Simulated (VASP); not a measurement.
The system is Pd3I.

```
I Pd
1.0
    -2.14695    2.14695    3.87591
     2.14695   -2.14695    3.87591
     2.14695    2.14695   -3.87591
I Pd
1 3
Direct
  0.00000 0.00000 0.00000
  0.50000 0.50000 0.00000
  0.25000 0.75000 0.50000
  0.75000 0.25000 0.50000
```

Base run:

```yaml
Program: VASP 6.6.1
Functional: PBE
Potentials_or_basis: VASP PAW PBE potentials, release 64 (I, Pd)
Cutoff: 520 eV
k_mesh: 9 × 9 × 9
Occupations: fermi-dirac, width 0.05 eV
Spin: no spin polarisation
Hubbard_terms: Pd d U = 2.0 eV
```

Its results: band gap on the k mesh zero (an odd number of electrons rules out a gap without spin polarisation); pressure -2.7 GPa.

Question: After a change of settings the same cell gave: band gap on the k mesh zero (an odd number of electrons rules out a gap without spin polarisation); pressure -1.6 GPa. Which change was it?
A. hubbard terms from Pd d U = 2.0 eV to Pd d U = 4.0 eV
B. hubbard terms from Pd d U = 2.0 eV to Pd d U = 1.0 eV
C. hubbard terms from Pd d U = 2.0 eV to Pd d U = 6.0 eV; further incar settings from ALGO = Normal; EDIFF = 1e-06; NBANDS = 26 to ALGO = Normal; EDIFF = 1e-07; NBANDS = 26

Answer: B.

Caveats: spin-orbit coupling is left out, which moves the levels of the heavy elements; an odd number of electrons without spin polarisation forces a metal; a magnetic or distorted state may lie lower; U without spin polarisation on a metal has little footing.
